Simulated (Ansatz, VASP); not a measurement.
## AlCr2C in VASP and in Ansatz

```xyz
8
Lattice="2.8127 0.0000 0.0000 -1.4064 2.4359 0.0000 0.0000 0.0000 12.5816" Properties=species:S:1:pos:R:3 pbc="T T T"
Al    1.4064    0.8120    3.1454
Al    0.0000    1.6239    9.4362
Cr    0.0000    1.6239    5.2180
Cr    1.4064    0.8120   11.5088
Cr    1.4064    0.8120    7.3635
Cr    0.0000    1.6239    1.0727
C     0.0000    0.0000    6.2908
C     0.0000    0.0000    0.0000
```

Alike in both runs: functional PBE; dispersion D3(BJ); k mesh 15 × 15 × 4; occupations gaussian, width 0.1 eV; no spin polarisation.

Ansatz relaxed the structure, and its values are those at the end. VASP's run is a single point on that final structure, the one shown.

|  | VASP | Ansatz |
| --- | --- | --- |
| version | VASP 6.6.1 | Ansatz 0.2.0 |
| potentials or method | VASP PAW PBE potentials, release 64 (Al, Cr_pv, C), cutoff 520 eV | scalar-relativistic, plane waves, PAW |
| valence electrons in the cell | 62 | 70 |

|  | VASP | Ansatz | Ansatz less VASP |
| --- | --- | --- | --- |
| gap on the k mesh at the Fermi level (eV) | none | none | - |
| pressure (GPa) | 0.1 | 0.0 | -0.11 |
| rms of the force components (eV/Å) | 0.019 | 0.000 | -0.0188 |

A gap of «none» marks a metal or a gap that the smearing closes. VASP's potentials hold 62 valence electrons a cell and Ansatz's 70, so a difference there can come from the potentials and not from the codes.
